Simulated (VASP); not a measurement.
Here is a VASP 6.6.1 calculation.

Contents of INCAR:

```
SYSTEM = Pt
  PREC = Accurate
  ENCUT = 520
  EDIFF = 1E-7
  ISMEAR = 0
  SIGMA = 0.15
  LREAL = .FALSE.
  LASPH = .TRUE.
  NELM = 100
  ALGO = Fast
  ISIF = 2
  LWAVE = .FALSE.
  LCHARG = .FALSE.
  NBANDS = 11
```

KPOINTS

```
Automatic mesh
0
G
  22 22 22
  0 0 0
```

File POSCAR:

```
Pt
1.0
    0.0000000000      2.2208276036      1.6307537093
    2.2208276036      0.0000000000      1.6307537093
    2.2208276036      2.2208276036      0.0000000000
Pt
1
Direct
    0.0000000000      0.0000000000      0.0000000000
```

Potentials or basis: VASP PAW LDA potentials, release 64 (Pt).

Command:

```console
$ cat potpaw_LDA.64/Pt/POTCAR > POTCAR
$ mpirun -np 1 vasp_std > vasp.out
```

(1) Predict the pressure.

(2) Estimate the band gap on the k mesh.

Results:

(1) -17.7 GPa.

(2) zero (band 5 reaches 10.77 eV, above the bottom of band 6 at 8.66 eV).

Caveat: spin-orbit coupling is left out, which moves the levels of the heavy elements.
